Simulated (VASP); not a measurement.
# NaCl (Fm-3m) in VASP: notebook

Runs on NaCl. Level: LDA. Tasks: elastic constants.

All numbers are computed with VASP 6.6.1; they aren't measurements. Logs are shortened: lines on timing, memory, paths and dates and some standing lists are left out, and cuts for length are marked.

### 1 The cell of the first run

The structure is cubic, space group Fm-3m (No. 225). Conventional cell: a = 5.410 Å, b = 5.410 Å, c = 5.410 Å, α = 90.00°, β = 90.00°, γ = 90.00°. Within 3.6 Å of Na (site symmetry m-3m) lie 6 Cl at 2.71 Å. Within 3.6 Å of Cl (site symmetry m-3m) lie 6 Na at 2.71 Å.

### 2 Elastic constants, LDA

Contents of INCAR:

```
PREC = Accurate ; ENCUT = 600
EDIFF = 1E-8 ; ISMEAR = 0
SIGMA = 0.01 ; LREAL = F
LASPH = T ; NELM = 80
ALGO = Normal ; ISIF = 3
LWAVE = F ; LCHARG = T
IBRION = 6 ; NFREE = 2
POTIM = 0.015 ; NSW = 1
```

Contents of KPOINTS:

```
regular mesh
0
Gamma
  8 8 8
```

Contents of POSCAR:

```
NaCl
1.0
    0.0000000000      2.7051729283      2.7051729283
    2.7051729283      0.0000000000      2.7051729283
    2.7051729283      2.7051729283      0.0000000000
Na Cl
1 1
Direct
    0.0000000000      0.0000000000      0.0000000000
    0.5000000000      0.5000000000      0.5000000000
```

Potentials or basis: VASP PAW LDA potentials, release 64 (Na_pv, Cl).

Run with:

```
$ cat potpaw_LDA.64/Na_pv/POTCAR potpaw_LDA.64/Cl/POTCAR > POTCAR
$ mpirun -np 1 vasp_std > vasp.out
```

OUTCAR:

```text
PREC = Accurate
   ENCUT = 600
   EDIFF = 1E-8
   ISMEAR = 0
   LREAL = F
   LASPH = T
   NELM = 80
   ISIF = 3
   IBRION = 6
   NFREE = 2
   POTIM = 0.015
   NSW = 1

 ion  position               nearest neighbor table
   1  0.000  0.000  0.000-   2 2.71   2 2.71   2 2.71   2 2.71   2 2.71   2 2.71
   2  0.500  0.500  0.500-   1 2.71   1 2.71   1 2.71   1 2.71   1 2.71   1 2.71

  LATTYP: Found a face centered cubic cell.
 ALAT       =     5.4103458566

  Lattice vectors:

 A1 = (   0.0000000000,   2.7051729283,   2.7051729283)
 A2 = (   2.7051729283,   0.0000000000,   2.7051729283)
 A3 = (   2.7051729283,   2.7051729283,   0.0000000000)

Analysis of symmetry for initial positions (statically):
=====================================================================
 Subroutine PRICEL returns:
 Original cell was already a primitive cell.

 Routine SETGRP: Setting up the symmetry group for a
 face centered cubic supercell.

 Subroutine GETGRP returns: Found 48 space group operations
 (whereof 48 operations were pure point group operations)
 out of a pool of 48 trial point group operations.

The static configuration has the point symmetry O_h .

Analysis of symmetry for dynamics (positions and initial velocities):
=====================================================================
 Subroutine PRICEL returns:
 Original cell was already a primitive cell.

 Routine SETGRP: Setting up the symmetry group for a
 face centered cubic supercell.

 Subroutine GETGRP returns: Found 48 space group operations
 (whereof 48 operations were pure point group operations)
 out of a pool of 48 trial point group operations.

The dynamic configuration has the point symmetry O_h .

 Subroutine INISYM returns: Found 48 space group operations
 (whereof 48 operations are pure point group operations),
 and found     1 'primitive' translations
[... 667 lines left out ...]
      1     -20.7888      2.00000
      2     -20.7591      2.00000
      3     -20.7521      2.00000
      4     -12.5080      2.00000
      5      -2.2581      2.00000
      6      -1.1489      2.00000
      7      -0.6968      2.00000
      8       8.1306      0.00000
      9       9.5153      0.00000
     10      10.3528      0.00000
     11      11.7262      0.00000

 [... further k-points ...]

------------------------ aborting loop because EDIFF is reached ----------------------------------------

  FORCE on cell =-STRESS in cart. coord.  units (eV):
  Direction    XX          YY          ZZ          XY          YZ          ZX
  --------------------------------------------------------------------------------------
  -------------------------------------------------------------------------------------
  Total        0.2657944      0.2621949      0.2621949      0.0000000      0.0000000      0.0000000
  in kB       10.7557665     10.6101066     10.6101066      0.0000000      0.0000000      0.0000000
  external PRESSURE =      10.6586599 kB  Pullay stress =       0.0000000 kB
[... 17 lines left out ...]
  FREE ENERGIE OF THE ION-ELECTRON SYSTEM (eV)
  ---------------------------------------------------
  free  energy   TOTEN  =        -7.3850793397 eV

  energy  without entropy=       -7.3850793397  energy(sigma->0) =       -7.38507934

 INTERNAL STRAIN TENSORS FROM STRAINED CELLS
 ============================================

 INTERNAL STRAIN TENSOR FOR ION    1 for displacements in x,y,z  (eV/Angst):
          X           Y           Z          XY          YZ          ZX
  --------------------------------------------------------------------------------
  x    -0.00000     0.00000    -0.00000     0.00000     0.00000     0.00000
  y     0.00000     0.00000     0.00000     0.00000    -0.00000     0.00000
  z     0.00000    -0.00000     0.00000     0.00000     0.00000     0.00000

 INTERNAL STRAIN TENSORS FROM DISPLACED ATOMS
 ============================================

 INTERNAL STRAIN TENSOR FOR ION    1 for displacements in x,y,z  (eV/Angst):
          X           Y           Z          XY          YZ          ZX
  --------------------------------------------------------------------------------
  x     0.00000     0.00000     0.00000     0.00000     0.00000     0.00000
  y     0.00000     0.00000     0.00000     0.00000     0.00000     0.00000
  z     0.00000     0.00000     0.00000     0.00000     0.00000     0.00000

 INTERNAL STRAIN TENSOR FOR ION    2 for displacements in x,y,z  (eV/Angst):
          X           Y           Z          XY          YZ          ZX
  --------------------------------------------------------------------------------
  x     0.00000     0.00000     0.00000     0.00000     0.00000     0.00000
  y     0.00000     0.00000     0.00000     0.00000     0.00000     0.00000
  z     0.00000     0.00000     0.00000     0.00000     0.00000     0.00000

 Eigenvectors and eigenvalues of the dynamical matrix
 ----------------------------------------------------

   1 f  =    6.095477 THz    38.299014 2PiTHz  203.323241 cm-1    25.208858 meV
             X         Y         Z           dx          dy          dz
      0.000000  0.000000  0.000000     0.000000    0.000000   -0.779666
      2.705173  2.705173  2.705173     0.000000    0.000000    0.626196
[... 21 lines left out ...]
   6 f/i=    0.007825 THz     0.049165 2PiTHz    0.261007 cm-1     0.032361 meV
             X         Y         Z           dx          dy          dz
      0.000000  0.000000  0.000000     0.319762   -0.532203   -0.081444
      2.705173  2.705173  2.705173     0.398130   -0.662637   -0.101405

--------------------------------------------------------------------------------------------------------

 ELASTIC MODULI CONTR FROM IONIC RELAXATION (kBar)
 Direction    XX          YY          ZZ          XY          YZ          ZX
 --------------------------------------------------------------------------------
 XX           0.0000      0.0000      0.0000      0.0000      0.0000      0.0000
 YY           0.0000      0.0000      0.0000      0.0000      0.0000      0.0000
 ZZ           0.0000      0.0000      0.0000      0.0000      0.0000      0.0000
 XY           0.0000      0.0000      0.0000      0.0000      0.0000      0.0000
 YZ           0.0000      0.0000      0.0000      0.0000      0.0000      0.0000
 ZX           0.0000      0.0000      0.0000      0.0000      0.0000      0.0000
 --------------------------------------------------------------------------------

 TOTAL ELASTIC MODULI (kBar)
 Direction    XX          YY          ZZ          XY          YZ          ZX
 --------------------------------------------------------------------------------
 XX         813.4272    136.1822    136.1822      0.0000      0.0000     -0.0000
 YY         136.1822    813.4272    136.1822      0.0000      0.0000     -0.0000
 ZZ         136.1822    136.1822    813.4272     -0.0000      0.0000     -0.0000
 XY           0.0000      0.0000     -0.0000    129.8301      0.0000      0.0000
 YZ           0.0000      0.0000      0.0000      0.0000    129.8301     -0.0000
 ZX          -0.0000     -0.0000     -0.0000      0.0000     -0.0000    129.8301
 --------------------------------------------------------------------------------
```

stdout:

```text
POSCAR found type information on POSCAR NaCl
 POSCAR found :  2 types and       2 ions
 scaLAPACK will be used
 LDA part: xc-table for (Slater(with rela. corr.)+CA(PZ))
 , standard interpolation
 POSCAR, INCAR and KPOINTS ok, starting setup
 FFT: planning ... GRIDC
 FFT: planning ... GRID_SOFT
 FFT: planning ... GRID
 WAVECAR not read
 entering main loop
 Found     2 degrees of freedom:
 Adding 6 more for cell shape distortion
 Finite differences POTIM= 0.01500 DOF=   8
 bond charge predicted
 Finite differences progress:
 bond charge predicted
 Finite differences progress:
 bond charge predicted
 Finite differences progress:
 bond charge predicted
 Finite differences progress:
 bond charge predicted
 Finite differences progress:
 bond charge predicted
 Finite differences progress:
 bond charge predicted
 Finite differences progress:
 bond charge predicted
 Finite differences progress:
 bond charge predicted
 Finite differences progress:
 bond charge predicted
 Finite differences progress:
 bond charge predicted
 Finite differences progress:
 bond charge predicted
 Finite differences progress:
 bond charge predicted
 Finite differences progress:
 bond charge predicted
 Finite differences progress:
 bond charge predicted
 Finite differences progress:
 bond charge predicted
 Finite differences progress:
```

Run time: 3 min. Hardware: 1 thread of Intel Xeon 6975P-C (Granite Rapids), shared host; peak memory 0.25 GiB.

Results:

```
Elastic constants C11, C12, C44                         : 81, 14, 13 GPa
Voigt bulk modulus                                      : 36 GPa
Highest phonon frequency at Γ, LO-TO splitting left out : 203 cm⁻¹
```

Phonon frequencies in cm⁻¹ (negative: imaginary):
```csv
q point,frequencies
"(0.000, 0.000, 0.000)",0 0 0 203 203 203
```

Elastic tensor in Voigt notation (GPa, in the Cartesian axes of the cell as first typed):
```
81 14 14  0  0  0
14 81 14  0  0  0
14 14 81  0  0  0
 0  0  0 13  0  0
 0  0  0  0 13  0
 0  0  0  0  0 13
```

Clamped-ion elastic tensor (GPa):
```
81 14 14  0  0  0
14 81 14  0  0  0
14 14 81  0  0  0
 0  0  0 13  0  0
 0  0  0  0 13  0
 0  0  0  0  0 13
```

Caveat: the cell is under stress, which shifts elastic constants.

### 3 Elastic constants, LDA

This run uses another cell than the first one, of 20.40 Å³/atom.

Contents of INCAR:

```
  PREC = Accurate
  ENCUT = 600
  EDIFF = 1E-8
  ISMEAR = 0
  SIGMA = 0.01
  LREAL = F
  LASPH = T
  NELM = 60
  ALGO = Normal
  ISIF = 3
  LWAVE = F
  LCHARG = F
  IBRION = 6
  NFREE = 2
  POTIM = 0.015
  NSW = 1
```

KPOINTS is that of step 2.

Contents of POSCAR:

```
NaCl
1.0
    0.0000000000      2.7321961662      2.7321961662
    2.7321961662      0.0000000000      2.7321961662
    2.7321961662      2.7321961662      0.0000000000
Na Cl
1 1
Direct
    0.0000000000      0.0000000000      0.0000000000
    0.5000000000      0.5000000000      0.5000000000
```

Potentials or basis: VASP PAW LDA potentials, release 64 (Na_pv, Cl).

Run with:

```
$ cat potpaw_LDA.64/Na_pv/POTCAR potpaw_LDA.64/Cl/POTCAR > POTCAR
$ mpirun -np 1 vasp_std > vasp.out
```

Wall time 2.9 min (1 thread of Intel Xeon 6975P-C (Granite Rapids), shared host); peak memory 0.24 GiB.

It converged, with:

```
Elastic constants C11, C12, C44                         : 71, 13, 13 GPa
Voigt bulk modulus                                      : 32 GPa
Highest phonon frequency at Γ, LO-TO splitting left out : 190 cm⁻¹
```

Phonon frequencies in cm⁻¹ (negative: imaginary):
| q point | frequencies |
| --- | --- |
| (0.000, 0.000, 0.000) | 0 0 0 190 190 190 |

Elastic tensor in Voigt notation (GPa, in the Cartesian axes of the cell as first typed):
```
71 13 13  0  0  0
13 71 13  0  0  0
13 13 71  0  0  0
 0  0  0 13  0  0
 0  0  0  0 13  0
 0  0  0  0  0 13
```

Clamped-ion elastic tensor (GPa):
```
71 13 13  0  0  0
13 71 13  0  0  0
13 13 71  0  0  0
 0  0  0 13  0  0
 0  0  0  0 13  0
 0  0  0  0  0 13
```
